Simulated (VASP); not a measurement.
# W in VASP: single point with PBE

Aim: the single point of W with PBE.

All numbers are computed with VASP 6.6.1; they aren't measurements. Logs are shortened: lines on timing, memory, paths and dates and some standing lists are left out, and cuts for length are marked.

## (1) The cell of the first run

The cell holds a slab with vacuum, 4 atoms: a = 3.184 Å, b = 3.184 Å, c = 18.775 Å, α = 90.00°, β = 90.00°, γ = 90.00°.

## (2) Single point, PBE

Input file INCAR:

```
SYSTEM = W
PREC     = Accurate       ! precision mode
ENCUT    = 520            ! plane-wave cutoff, eV
EDIFF    = 1E-6           ! SCF threshold, eV
ISMEAR   = 0              ! smearing method
SIGMA    = 0.1            ! smearing width, eV
LREAL    = .FALSE.        ! projectors in reciprocal space
LASPH    = .TRUE.         ! aspherical terms in the spheres
NELM     = 80             ! most SCF steps
ALGO     = Normal         ! electronic algorithm
ISIF     = 2              ! what is computed and relaxed
LWAVE    = .FALSE.        ! write WAVECAR
LCHARG   = .FALSE.        ! write CHGCAR
LDIPOL   = .TRUE.       
IDIPOL   = 3            
DIPOL    = 0.5 0.5 0.499
GGA      = PE             ! functional
NBANDS   = 36             ! bands
```

Input file KPOINTS:

```
Automatic mesh
0
G
  9 9 1
  0 0 0
```

Input file POSCAR:

```
W
1.0
    3.1835586443      0.0000000000      0.0000000000
    0.0000000000      3.1835586443      0.0000000000
    0.0000000000      0.0000000000     18.7753379664
W
4
Direct
    0.5000000000      0.5000000000      0.3728295071
    0.0000000000      0.0000000000      0.4576098357
    0.5000000000      0.5000000000      0.5459226145
    0.0000000000      0.0000000000      0.6200853461
```

Potentials or basis: VASP PAW PBE potentials, release 64 (W_sv).

On the command line:

```bash
$ cat potpaw_PBE.64/W_sv/POTCAR > POTCAR
$ mpirun -np 1 vasp_std > vasp.out
```

OUTCAR:

```text
SYSTEM = W
   PREC = Accurate
   ENCUT = 520
   EDIFF = 1E-6
   ISMEAR = 0
   LREAL = .FALSE.
   LASPH = .TRUE.
   NELM = 80
   ISIF = 2
   GGA = PE

 ion  position               nearest neighbor table
   1  0.500  0.500  0.373-   2 2.76   2 2.76   2 2.76   2 2.76   3 3.25
   2  0.000  0.000  0.458-   1 2.76   1 2.76   1 2.76   1 2.76   3 2.80   3 2.80   3 2.80   3 2.80
                             4 3.05
   3  0.500  0.500  0.546-   4 2.65   4 2.65   4 2.65   4 2.65   2 2.80   2 2.80   2 2.80   2 2.80
                             1 3.25
   4  0.000  0.000  0.620-   3 2.65   3 2.65   3 2.65   3 2.65   2 3.05

  LATTYP: Found a simple tetragonal cell.
 ALAT       =     3.1835586443
 C/A-ratio  =     5.8975945048

  Lattice vectors:

 A1 = (   3.1835586443,   0.0000000000,   0.0000000000)
 A2 = (   0.0000000000,   3.1835586443,   0.0000000000)
 A3 = (   0.0000000000,   0.0000000000,  18.7753379664)

Analysis of symmetry for initial positions (statically):
=====================================================================
 Subroutine PRICEL returns:
 Original cell was already a primitive cell.

 Routine SETGRP: Setting up the symmetry group for a
 simple tetragonal supercell.

 Subroutine GETGRP returns: Found  8 space group operations
 (whereof  8 operations were pure point group operations)
 out of a pool of 16 trial point group operations.

The static configuration has the point symmetry C_4v.

Analysis of symmetry for dynamics (positions and initial velocities):
=====================================================================
 Subroutine PRICEL returns:
 Original cell was already a primitive cell.

 Routine SETGRP: Setting up the symmetry group for a
 simple tetragonal supercell.

 Subroutine GETGRP returns: Found  8 space group operations
 (whereof  8 operations were pure point group operations)
 out of a pool of 16 trial point group operations.

The dynamic configuration has the point symmetry C_4v.

 Subroutine INISYM returns: Found  8 space group operations
 (whereof  8 operations are pure point group operations),
 and found     1 'primitive' translations

----------------------------------------------------------------------------------------

                                     Primitive cell
[... 88 lines left out ...]
   NSW    =      0    number of steps for IOM
   IBRION =     -1    ionic relax: 0-MD 1-quasi-New 2-CG
   NFREE  =      0    steps in history (QN), initial steepest desc. (CG)
   ISIF   =      2    stress and relaxation
   ISYM   =      2    0-nonsym 1-usesym 2-fastsym
   POTIM  = 0.5000    time-step for ionic-motion
   TEBEG  =    0.0;   TEEND  =   0.0 temperature during run
   PSTRESS=    0.0 pullay stress
   NELECT =      56.0000    total number of electrons
   NUPDOWN=      -1.0000    fix difference up-down
   EMIN   =  10.00;   EMAX   =-10.00  energy-range for DOS
   EFERMI =   0.00;   METHOD = LEGACY
   ISMEAR =     0;   SIGMA  =   0.10  broadening in eV -4-tet -1-fermi 0-gaus
   EFERMI_NEDOS =   21; number of points for ismear=-14 and -15
   IALGO  =     38    algorithm
   IMIX   =      4    mixing-type and parameters
     AMIX     =   0.40;   BMIX     =  1.00
     AMIX_MAG =   1.60;   BMIX_MAG =  1.00
  volume/ion in A,a.u.               =      47.57       321.03
  Fermi-wavevector in a.u.,A,eV,Ry     =   1.088929  2.057778 16.133340  1.185767
  Thomas-Fermi vector in A             =   2.225122
   LORBIT       =      0    0 simple, 1 ext, 2 COOP (PROOUT), +10 PAW based schemes
   GGA     = PE    functional components
   LHFCALC =     F    Hartree Fock is set to
   AEXX    =    0.0000 exact exchange contribution
   IVDW    =     0    specifies the selected vdW correction
   LEPSILON=     F    determine dielectric tensor
   LRPA    =     F    only Hartree local field effects (RPA)
 non-spin polarized calculation
 Gauss-broadening in eV      SIGMA  =   0.10
  energy-cutoff  :      520.00
  volume of cell :      190.29
 maximum number of plane-waves:      5168
 NGX is ok and might be reduce to    24
   NGX = 11   NGY = 11   NGZ = 69

 dipolmoment           0.000000      0.000000      0.010430 electrons x Angstroem

 number of electron      55.9999991 magnetization

 dipolmoment           0.000000      0.000000     -0.004615 electrons x Angstroem

 Free energy of the ion-electron system (eV)
  ---------------------------------------------------
  ext. energy  EPLUGINS =         0.00000000
  ---------------------------------------------------
  free energy    TOTEN  =       -46.53386473 eV

  energy without entropy =      -46.49798071  energy(sigma->0) =      -46.51592272

 E-fermi :   1.0879     XC(G=0):  -5.8310

 val. band max:        1.0708971788   @ k =   0.1111   0.0000   0.0000
 cond. band min:       1.0917452971   @ k =   0.1111   0.0000   0.0000
 fundamental gap:      0.0208481184
 Fermi energy:         1.0878530475

 k-point     1 :       0.0000    0.0000    0.0000
  band No.  band energies     occupation
      1     -72.8210      2.00000
      2     -72.7293      2.00000
      3     -72.6743      2.00000
      4     -72.5116      2.00000
      5     -37.2564      2.00000
      6     -37.1819      2.00000
[... 574 lines left out ...]
     35       4.4385      0.00000
     36       4.6144      0.00000

------------------------ aborting loop because EDIFF is reached ----------------------------------------

 vacuum level on the upper side and lower side of the slab       (xc-potential included)        -0.052         0.027

  FORCE on cell =-STRESS in cart. coord.  units (eV):
  Direction    XX          YY          ZZ          XY          YZ          ZX
  --------------------------------------------------------------------------------------
  -------------------------------------------------------------------------------------
  Total       -6.2155556     -6.2155556     -2.9386747      0.0000000      0.0000000      0.0000000
  in kB      -52.3331725    -52.3331725    -24.7427878      0.0000000      0.0000000      0.0000000
  external PRESSURE =     -43.1363776 kB  Pullay stress =       0.0000000 kB

 VOLUME and BASIS-vectors are now :
 -----------------------------------------------------------------------------
  energy-cutoff  :      520.00
  volume of cell :      190.29
      direct lattice vectors                 reciprocal lattice vectors
     3.183558644  0.000000000  0.000000000     0.314113893  0.000000000  0.000000000
     0.000000000  3.183558644  0.000000000     0.000000000  0.314113893  0.000000000
     0.000000000  0.000000000 18.775337966     0.000000000  0.000000000  0.053261358

 POSITION                                       TOTAL-FORCE (eV/Angst)
 -----------------------------------------------------------------------------------
      1.59178      1.59178      7.00000         0.000000     -0.000000      1.908746
      0.00000      0.00000      8.59178        -0.000000      0.000000     -1.955041
      1.59178      1.59178     10.24988         0.000000     -0.000000     -0.000438
      0.00000      0.00000     11.64231         0.000000      0.000000      0.046732
 -----------------------------------------------------------------------------------
    total drift:                                0.000000     -0.000000     -0.003157

  FREE ENERGIE OF THE ION-ELECTRON SYSTEM (eV)
  ---------------------------------------------------
  free  energy   TOTEN  =       -46.5338647263 eV

  energy  without entropy=      -46.4979807108  energy(sigma->0) =      -46.51592272

 vacuum level on the upper side and lower side of the slab         5.172         5.253
```

stdout:

```text
POSCAR found type information on POSCAR W
 POSCAR found :  1 types and       4 ions
 scaLAPACK will be used
 LDA part: xc-table for (Slater+PW92), standard interpolation
 POSCAR, INCAR and KPOINTS ok, starting setup
 FFT: planning ... GRIDC
 FFT: planning ... GRID_SOFT
 FFT: planning ... GRID
 WAVECAR not read
 entering main loop
```

Run time: 2.8 min. Hardware: 1 thread of Intel Xeon Platinum 8259CL at 2.50GHz (Skylake/Cascade Lake), shared host; peak memory 0.29 GiB.

What came out:

```yaml
Free_energy: -46.5339 eV
Largest_force: 1.955 eV/Å
Band_gap_on_the_k_mesh: zero (bands 28 and 29 overlap by 1.65 eV)
```

Forces on the atoms (eV/Å):
```
W    0.000  0.000  1.909
W    0.000  0.000 -1.955
W    0.000  0.000  0.000
W    0.000  0.000  0.047
```

Caveat: spin-orbit coupling is left out, which moves the levels of the heavy elements.
